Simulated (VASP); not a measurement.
Runs of VASP 6.6.1 on OsCl. The structure is that of space group Pm-3m (No. 221), or close to it. The cells are those of the table. 

```csv
task,spin,cell,k mesh,cutoff (eV),gap on the mesh (eV),pressure (GPa),moment (μB),relaxed volume (Å³/atom)
relaxation of cell and atoms,off,"relaxed from a = 3.081 Å, 2 atoms",18 × 18 × 18,600,none,0.0,-,14.76
relaxation of cell and atoms,collinear,"relaxed from a = 3.427 Å, 2 atoms",6 × 6 × 6,600,none,0.2,0.00,(b)
single point,collinear,"a = 3.427 Å, 2 atoms",6 × 6 × 6,520,none,(a),0.96,-
single point,off,"a = 3.086 Å, 2 atoms",18 × 18 × 18,520,none,0.6,-,-
single point,collinear,"a = 3.081 Å, 2 atoms",6 × 6 × 6,520,none,0.7,0.00,-
```

Alike in all rows: level PBE; potentials or basis VASP PAW PBE potentials, release 64 (Os, Cl); smearing gaussian 0.1 eV.

Q: Estimate the missing entries.

A: (a) -19.9; (b) 14.69.

Caveats: spin-orbit coupling is left out, which moves the levels of the heavy elements; an odd number of electrons without spin polarisation forces a metal (at least some runs); a magnetic or distorted state may lie lower (at least some runs); the volume moved by over 15 % at a fixed basis, so the end points are rough (at least some runs); the cell stands under tension (at least some runs).

A k mesh can miss the band edges, and the runs leave out spin-orbit coupling on Os.

A gap of «none» marks levels without a gap at the run's occupations.
